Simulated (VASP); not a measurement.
Here is a VASP 6.6.1 calculation.

Contents of INCAR:

```
SYSTEM = Nb
  PREC = Accurate
  ENCUT = 600
  EDIFF = 1E-7
  ISMEAR = -1
  SIGMA = 0.03
  LREAL = .False.
  LASPH = .True.
  NELM = 100
  ALGO = Normal
  ISIF = 3
  LWAVE = .False.
  LCHARG = .False.
  GGA = PE
  IBRION = 2
  NSW = 100
  EDIFFG = -0.005
```

KPOINTS

```
regular mesh
0
Gamma
  13 13 13
  0 0 0
```

Contents of POSCAR:

```
Nb
1.0
    2.8133593260      0.0000000000      0.0000000000
    0.0000000000      2.8133593260      0.0000000000
    0.0000000000      0.0000000000      2.8133593260
Nb
1
Direct
    0.0000000000      0.0000000000      0.0000000000
```

Potentials or basis: VASP PAW PBE potentials, release 64 (Nb_sv).

Command:

```sh
$ cat potpaw_PBE.64/Nb_sv/POTCAR > POTCAR
$ mpirun -np 1 vasp_std > vasp.out
```

Question: Estimate the relaxed cell.

Answer: a = 2.715 Å, b = 2.715 Å, c = 2.715 Å, α = 90.00°, β = 90.00°, γ = 90.00°.

Question: Estimate the relaxed volume.

Answer: 20.02 Å³/atom.

Question: Predict the space group after relaxing (to 0.05 Å).

Answer: Pm-3m (No. 221).

The path:
| step | energy change (eV) | largest force (eV/Å) | pressure (GPa) | volume (Å³) |
| --- | --- | --- | --- | --- |
| 1 | 0.0000 | 0.0000 | -11.48 | 22.27 |
| 2 | 0.0768 | 0.0000 | 23.49 | 17.51 |
| 3 | -0.0879 | 0.0000 | -0.45 | 20.09 |
| 4 | -0.0880 | 0.0000 | -0.06 | 20.03 |
| 5 | -0.0880 | 0.0000 | 0.22 | 19.99 |
| 6 | -0.0880 | 0.0000 | -0.26 | 20.06 |
| 7 | -0.0880 | 0.0000 | 0.00 | 20.02 |
